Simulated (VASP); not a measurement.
ZnSe, 2 atoms in the cell. Symmetry: I-4m2, No. 119, tetragonal system. The conventional cell has a = 4.008 Å, b = 4.008 Å, c = 5.611 Å, α = 90.00°, β = 90.00°, γ = 90.00°. Within 3.2 Å of Zn (site symmetry -4m2) lie 4 Se at 2.45 Å. Se (site symmetry -4m2) has 4 Zn at 2.45 Å within 3.2 Å.  This cell differs from its parent crystal: zz strain of -1 %.

* Program: VASP 6.6.1
* Task: single point
* Functional: PBE
* Potentials or basis: VASP PAW PBE potentials, release 64 (Zn, Se)
* Cutoff: 520 eV
* k mesh: 8 × 8 × 8
* Occupations: fermi-dirac, width 0.03 eV
* Spin: no spin polarisation
* Dipole correction: no
* Further INCAR settings: ALGO = Normal; EDIFF = 1e-06; NBANDS = 16

Potentials or basis: VASP PAW PBE potentials, release 64 (Zn, Se).

The run is started by

```bash
$ cat potpaw_PBE.64/Zn/POTCAR potpaw_PBE.64/Se/POTCAR > POTCAR
$ mpirun -np 1 vasp_std > vasp.out
```

Hardware: 1 thread of AMD EPYC 9R45 (Zen 5), on a shared host.

Task: How long does it take, and how much memory?

Result: It took 39 s on 1 thread of AMD EPYC 9R45 (Zen 5), with other jobs on the host, peak memory 0.15 GiB. Counts: scf iterations 13, k points 59.
